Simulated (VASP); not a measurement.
Write the native input for VASP 6.6.1 that does the following.

- Task: single point
- Functional: PBE
- Potentials or basis: VASP PAW PBE potentials, release 64 (Gd, B)
- Cutoff: 520 eV
- k mesh: 18 × 18 × 18
- Occupations: gaussian, width 0.1 eV
- Spin: collinear spin, ferromagnetic start
- Starting moments: [7.61, 0.0] μB
- Dipole correction: no
- Further INCAR settings: ALGO = Normal; EDIFF = 1e-07; NBANDS = 22

The structure of GdB lies in POSCAR:

```
GdB
1.0
    3.2452918819      0.0000000000      0.0000000000
    0.0000000000      3.2452918819      0.0000000000
    0.0000000000      0.0000000000      3.2452918819
Gd B
1 1
Direct
    0.0000000000      0.0000000000      0.0000000000
    0.5000000000      0.5000000000      0.5000000000
```

The cell was generated, and may not be a known phase.

These files were run (other wordings do the same):

INCAR

```
SYSTEM = GdB
PREC = Accurate
ENCUT = 520
EDIFF = 1E-7
ISMEAR = 0
SIGMA = 0.1
LREAL = .False.
LASPH = .True.
NELM = 150
ALGO = Normal
ISIF = 2
LWAVE = .False.
LCHARG = .True.
ISPIN = 2
MAGMOM = 7.61 0
LORBIT = 11
LMAXMIX = 6
GGA = PE
LELF = .True.
LVHAR = .True.
NBANDS = 22
```

KPOINTS

```
regular mesh
0
Gamma
  18 18 18
  0 0 0
```

Potentials or basis: VASP PAW PBE potentials, release 64 (Gd, B).

Run with:

```sh
$ cat potpaw_PBE.64/Gd/POTCAR potpaw_PBE.64/B/POTCAR > POTCAR
$ mpirun -np 1 vasp_std > vasp.out
```

It gave:

```json
{
  "Pressure": "0.0 GPa",
  "Net moment": "7.04 μB per cell",
  "Site moments": "Gd +6.81; B -0.06 μB",
  "Valence electrons inside the program's atomic spheres": "Gd 15.28; B 1.59"
}
```

Caveat: a cell with one magnetic atom can't hold antiferromagnetic order, which such compounds often take.

Run time: 5.9 min on 1 thread of Intel(R) Xeon(R) Platinum 8488C (Sapphire Rapids) (shared host), peak memory 0.38 GiB.
